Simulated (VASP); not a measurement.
Write the native input for VASP 6.6.1 that does the following.

```yaml
Task: single point
Functional: PBE
Potentials_or_basis: VASP PAW PBE potentials, release 64 (Hf_pv, Se, S)
Cutoff: 520 eV
k_mesh: 10 × 10 × 10
Occupations: gaussian, width 0.1 eV
Spin: no spin polarisation
Dipole_correction: no
Further_INCAR_settings: ALGO = Normal; EDIFF = 1e-06; NBANDS = 29
```

The structure of HfSeS4 lies in POSCAR:

```
HfSeS4
1.0
    0.0000000000      3.7117717743      3.7117717743
    3.7117717743      0.0000000000      3.7117717743
    3.7117717743      3.7117717743      0.0000000000
Hf Se S
1 1 4
Direct
    0.7500000000      0.7500000000      0.7500000000
    0.0000000000      0.0000000000      0.0000000000
    0.3776165342      0.3776165342      0.8671503975
    0.8671503975      0.3776165342      0.3776165342
    0.3776165342      0.3776165342      0.3776165342
    0.3776165342      0.8671503975      0.3776165342
```

One way to write it, as run:

INCAR

```
SYSTEM = HfSeS4
  PREC = Accurate
  ENCUT = 520
  EDIFF = 1E-6
  ISMEAR = 0
  SIGMA = 0.1
  LREAL = .FALSE.
  LASPH = .TRUE.
  NELM = 60
  ALGO = Normal
  ISIF = 2
  LWAVE = .FALSE.
  LCHARG = .FALSE.
  GGA = PE
  NBANDS = 29
```

KPOINTS

```
Automatic mesh
0
G
  10 10 10
  0 0 0
```

Potentials or basis: VASP PAW PBE potentials, release 64 (Hf_pv, Se, S).

The run is started by

```bash
$ cat potpaw_PBE.64/Hf_pv/POTCAR potpaw_PBE.64/Se/POTCAR potpaw_PBE.64/S/POTCAR > POTCAR
$ mpirun -np 1 vasp_std > vasp.out
```

It gave:

| Item | Value |
| --- | --- |
| Pressure | -0.5 GPa |
| Largest force | 0.012 eV/Å |
| Band gap on the k mesh | zero (band 20 reaches 8.52 eV, above the bottom of band 21 at 6.58 eV) |

Caveat: spin-orbit coupling is left out, which moves the levels of the heavy elements.

It took 55 s on 1 thread of Intel(R) Xeon(R) 6975P-C (Granite Rapids) (shared host), peak memory 0.32 GiB.
